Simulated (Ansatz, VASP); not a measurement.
**One calculation of MgO, two programs**

```xyz
2
Lattice="0.0000 2.0371 2.0371 2.0371 0.0000 2.0371 2.0371 2.0371 0.0000" Properties=species:S:1:pos:R:3 pbc="T T T"
Mg    0.0000    0.0000    0.0000
O     2.0371    2.0371    2.0371
```

Alike in both runs: task single point; functional r2SCAN; k mesh 10 × 10 × 10; occupations gaussian, width 0.02 eV; no spin polarisation.

|  | VASP | Ansatz |
| --- | --- | --- |
| version | VASP 6.6.1 | Ansatz 0.2.0 |
| potentials or method | VASP PAW PBE potentials, release 64 (Mg, O), cutoff 660 eV | scalar-relativistic, plane waves, PAW |
| valence electrons in the cell | 8 | 16 |

```tsv
	VASP	Ansatz	Ansatz less VASP
gap on the k mesh at the Fermi level (eV)	6.68	6.70	+0.019
least direct gap on the mesh (eV)	6.68	6.70	+0.019
pressure (GPa)	17.6	19.1	+1.46
```

VASP's potentials were made for PBE, not for r2SCAN. With one functional, cell and mesh, what is left measures potentials, basis and numerics. VASP's potentials hold 8 valence electrons a cell and Ansatz's 16, so a difference there can come from the potentials and not from the codes.
